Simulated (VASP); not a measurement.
Wanted: the native input for a VASP 6.6.1 run.

```
Task                   : single point
Functional             : r2SCAN
Potentials or basis    : VASP PAW PBE potentials, release 64 (Pb_d, O)
Cutoff                 : 520 eV
k mesh                 : 12 × 12 × 4
Occupations            : fermi-dirac, width 0.02 eV
Spin                   : no spin polarisation
Dipole correction      : no
Further INCAR settings : ALGO = Normal; EDIFF = 1e-06; NBANDS = 28
```

The system is PbO.

```
Pb O
1.0
     3.56646    0.00000    0.00000
    -1.78323    3.08864    0.00000
     0.00000    0.00000    6.47011
Pb O
2 2
Direct
  0.00000 0.00000 0.00000
  0.00000 0.00000 0.50000
  0.33333 0.66667 0.25000
  0.66667 0.33333 0.75000
```

These files were run (other wordings do the same):

POSCAR

```
PbO
1.0
    3.5664584730      0.0000000000      0.0000000000
   -1.7832292365      3.0886436392      0.0000000000
    0.0000000000      0.0000000000      6.4701096420
Pb O
2 2
Direct
    0.0000000000      0.0000000000      0.0000000000
    0.0000000000      0.0000000000      0.5000000000
    0.3333333333      0.6666666667      0.2500000000
    0.6666666667      0.3333333333      0.7500000000
```

INCAR.step1

```
PREC = Accurate
ENCUT = 520
ISMEAR = -1
SIGMA = 0.02
LREAL = False
LASPH = True
NELM = 60
NBANDS = 28
GGA = PE
ALGO = Normal
EDIFF = 1E-4
LWAVE = True
LCHARG = False
```

INCAR.step2

```
PREC = Accurate
ENCUT = 520
EDIFF = 1E-6
ISMEAR = -1
SIGMA = 0.02
LREAL = False
LASPH = True
NELM = 60
ALGO = Normal
ISIF = 2
LWAVE = False
LCHARG = False
METAGGA = R2SCAN
LMIXTAU = True
NBANDS = 28
ISTART = 1
```

KPOINTS

```
Automatic mesh
0
Gamma
  12 12 4
```

Potentials or basis: VASP PAW PBE potentials, release 64 (Pb_d, O).

Command:

```console
$ cat potpaw_PBE.64/Pb_d/POTCAR potpaw_PBE.64/O/POTCAR > POTCAR
$ cp INCAR.step1 INCAR
$ mpirun -np 1 vasp_std > vasp.out
$ cp INCAR.step2 INCAR
$ mpirun -np 1 vasp_std > vasp.out
```

It gave:

```
Pressure               : 0.1 GPa
Band gap on the k mesh : zero (band 20 reaches 6.78 eV, above the bottom of band 21 at 6.63 eV)
```

Caveat: the PAW data sets were made with another functional, which shifts forces and pressure a little; spin-orbit coupling is left out, which moves the levels of the heavy elements.

Run time: 4.7 min on 1 thread of Intel(R) Xeon(R) Platinum 8375C CPU @ 2.90GHz (Ice Lake), on a shared host, peak memory 0.26 GiB.
